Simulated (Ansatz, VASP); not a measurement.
# LiGeN: VASP beside Ansatz

Contents of INCAR:

```
SYSTEM = LiGeN
  ALGO = Normal
  EDIFF = 1E-6
  EDIFFG = -0.01
  ENCUT = 600
  GGA = PE
  IBRION = 2
  ISIF = 3
  ISMEAR = 0
  LASPH = .TRUE.
  LCHARG = .FALSE.
  LREAL = .FALSE.
  LWAVE = .FALSE.
  NELM = 100
  NSW = 100
  PREC = Accurate
  SIGMA = 0.1
```

Contents of KPOINTS:

```
k-points
0
G
  14 14 12
  0 0 0
```

File POSCAR:

```
LiGeN
1.0
    3.1517775073      0.0000000000      0.0000000000
    0.0000000000      3.1517775073      0.0000000000
    0.0000000000      0.0000000000      3.7811240955
Li Ge N
1 1 1
Direct
    0.5000000000      0.5000000000      0.0000000000
    0.0000000000      0.0000000000      0.5000000000
    0.0000000000      0.0000000000      0.0000000000
```

Input for Ansatz:

```yaml
crystal:
  lattice:
    - [3.1517775179, 0.0, 0.0]
    - [0.0, 3.1517775179, 0.0]
    - [0.0, 0.0, 3.781124085]
  atoms:
    - { symbol: Li, position: [0.5, 0.5, 0.0] }
    - { symbol: Ge, position: [0.0, 0.0, 0.5] }
    - { symbol: "N", position: [0.0, 0.0, 0.0] }
basis:
  ecutwfc: 420
kpoints:
  mp_grid: { grid: [14, 14, 12] }
hamiltonian:
  xc: pbe
scf:
  occupations: { method: gaussian, width: 0.1 }
output:
  forces: true
  stress: true
  eigenvalues: true
relax:
  adjacent_minimum: "off"
  f_tol: 0.01
  max_steps: 80
  cell: { stress_tol: 0.05 }
```

Alike in both runs: task relaxation of cell and atoms; functional PBE; k mesh 14 × 14 × 12; occupations gaussian, width 0.1 eV; no spin polarisation.

```csv
,VASP,Ansatz
version,VASP 6.6.1,Ansatz 0.2.0
potentials or method,"VASP PAW PBE potentials, release 64 (Li_sv, Ge_d, N), cutoff 600 eV","scalar-relativistic, plane waves, PAW"
valence electrons in the cell,22,22
```

Ansatz gave:

| Property | Result |
| --- | --- |
| gap on the k mesh at the Fermi level, each at its own relaxed structure (eV) | none |
| relaxed volume (Å³/atom) | 12.78 |
| relaxed length of the cell vector where the two differ most in proportion (Å) | 3.179 |

What did VASP give for the same quantities?

gap on the k mesh at the Fermi level, each at its own relaxed structure (eV): none; relaxed volume (Å³/atom): 12.69; relaxed length of the cell vector where the two differ most in proportion (Å): 3.170.

A gap of «none» marks a metal or a gap that the smearing closes.

Noted on VASP's run: the cutoff is under 1.25 times that of the potentials, so the pressure is a little rough.
